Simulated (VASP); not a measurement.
A run of VASP 6.6.1:

INCAR

```
ALGO     = Normal         # electronic algorithm
EDIFF    = 1E-6           # SCF threshold, eV
ENCUT    = 520            # plane-wave cutoff, eV
GGA      = CA             # functional
ISIF     = 2              # what is computed and relaxed
ISMEAR   = -1             # smearing method
LASPH    = True           # aspherical terms in the spheres
LCHARG   = False          # write CHGCAR
LREAL    = False          # projectors in reciprocal space
LWAVE    = False          # write WAVECAR
NBANDS   = 11             # bands
NELM     = 60             # most SCF steps
PREC     = Accurate       # precision mode
SIGMA    = 0.1            # smearing width, eV
```

KPOINTS

```
k-points
0
Gamma
  17 17 17
```

POSCAR

```
Pd
1.0
    0.0000000000      1.8680266297      1.8680266297
    1.8680266297      0.0000000000      1.8680266297
    1.8680266297      1.8680266297      0.0000000000
Pd
1
Direct
    0.0000000000      0.0000000000      0.0000000000
```

Potentials or basis: VASP PAW LDA potentials, release 64 (Pd).

The run is started by

```bash
$ cat potpaw_LDA.64/Pd/POTCAR > POTCAR
$ mpirun -np 1 vasp_std > vasp.out
```

Hardware: 1 thread of Intel(R) Xeon(R) 6975P-C (Granite Rapids), on a shared host.

Problem. How long does it take, and how much memory?

Solution. Wall time 9.5 s on 1 thread of Intel(R) Xeon(R) 6975P-C (Granite Rapids), on a shared host, peak memory 0.13 GiB. Counts: scf iterations 11, k points 165.
